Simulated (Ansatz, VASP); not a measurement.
## SiO2 in VASP and in Ansatz

Contents of INCAR:

```
SYSTEM = SiO2
PREC     = Accurate       ! precision mode
ENCUT    = 600            ! plane-wave cutoff, eV
EDIFF    = 1E-7           ! SCF threshold, eV
ISMEAR   = 0              ! smearing method
SIGMA    = 0.1            ! smearing width, eV
LREAL    = .False.        ! projectors in reciprocal space
LASPH    = .True.         ! aspherical terms in the spheres
NELM     = 80             ! most SCF steps
ALGO     = Normal         ! electronic algorithm
ISIF     = 3              ! what is computed and relaxed
LWAVE    = .False.        ! write WAVECAR
LCHARG   = .False.        ! write CHGCAR
GGA      = PE             ! functional
IBRION   = 2              ! ionic algorithm
NSW      = 90             ! ionic steps
EDIFFG   = -0.04          ! ionic threshold
```

File KPOINTS:

```
regular mesh
0
Gamma
  4 4 4
  0 0 0
```

Contents of POSCAR:

```
SiO2
1.0
    6.2995081000      0.0000000000      0.0000000000
    0.0000000000      6.2995081000      0.0000000000
    0.0000000000      0.0000000000      4.8634547700
Si O
4 8
Direct
    0.3384865200      0.0000000000      0.7500000000
    0.6615134800      0.0000000000      0.2500000000
    0.0000000000      0.3384865200      0.0000000000
    0.0000000000      0.6615134800      0.5000000000
    0.5000000000      0.0000000000      0.5000000000
    0.5000000000      0.0000000000      0.0000000000
    0.1692432600      0.1692432600      0.8750000000
    0.1692432600      0.8307567400      0.6250000000
    0.8307567400      0.1692432600      0.1250000000
    0.8307567400      0.8307567400      0.3750000000
    0.0000000000      0.5000000000      0.7500000000
    0.0000000000      0.5000000000      0.2500000000
```

Input for Ansatz:

```yaml
crystal:
  lattice:
    - [6.2995081, 0.0, 0.0]
    - [0.0, 6.2995081, 0.0]
    - [0.0, 0.0, 4.86345477]
  atoms:
    - { symbol: Si, position: [0.33848652, 0.0, 0.75] }
    - { symbol: Si, position: [0.66151348, 0.0, 0.25] }
    - { symbol: Si, position: [0.0, 0.33848652, 0.0] }
    - { symbol: Si, position: [0.0, 0.66151348, 0.5] }
    - { symbol: O, position: [0.5, 0.0, 0.5] }
    - { symbol: O, position: [0.5, 0.0, 0.0] }
    - { symbol: O, position: [0.16924326, 0.16924326, 0.875] }
    - { symbol: O, position: [0.16924326, 0.83075674, 0.625] }
    - { symbol: O, position: [0.83075674, 0.16924326, 0.125] }
    - { symbol: O, position: [0.83075674, 0.83075674, 0.375] }
    - { symbol: O, position: [0.0, 0.5, 0.75] }
    - { symbol: O, position: [0.0, 0.5, 0.25] }
basis:
  ecutwfc: 420
kpoints:
  mp_grid: { grid: [4, 4, 4] }
hamiltonian:
  xc: pbe
scf:
  occupations: { method: gaussian, width: 0.1 }
  lower_state_search: "off"
output:
  forces: true
  stress: true
  eigenvalues: true
relax:
  adjacent_minimum: "off"
  f_tol: 0.04
  max_steps: 70
  cell: { stress_tol: 0.4 }
```

Alike in both runs: task relaxation of cell and atoms; functional PBE; k mesh 4 × 4 × 4; occupations gaussian, width 0.1 eV; no spin polarisation.

|  | VASP | Ansatz |
| --- | --- | --- |
| version | VASP 6.6.1 | Ansatz 0.2.0 |
| potentials or method | VASP PAW PBE potentials, release 64 (Si, O), cutoff 600 eV | scalar-relativistic, plane waves, PAW |
| valence electrons in the cell | 64 | 64 |

VASP gave:

```
gap on the k mesh at the Fermi level, each at its own relaxed structure (eV) : 5.54
relaxed volume (Å³/atom)                                                     : 14.74
relaxed cell length with the largest relative difference (Å)                 : 6.090
```

Q: What did Ansatz give for the same quantities?

A: gap on the k mesh at the Fermi level, each at its own relaxed structure (eV): 5.51; relaxed volume (Å³/atom): 14.79; relaxed cell length with the largest relative difference (Å): 6.103.
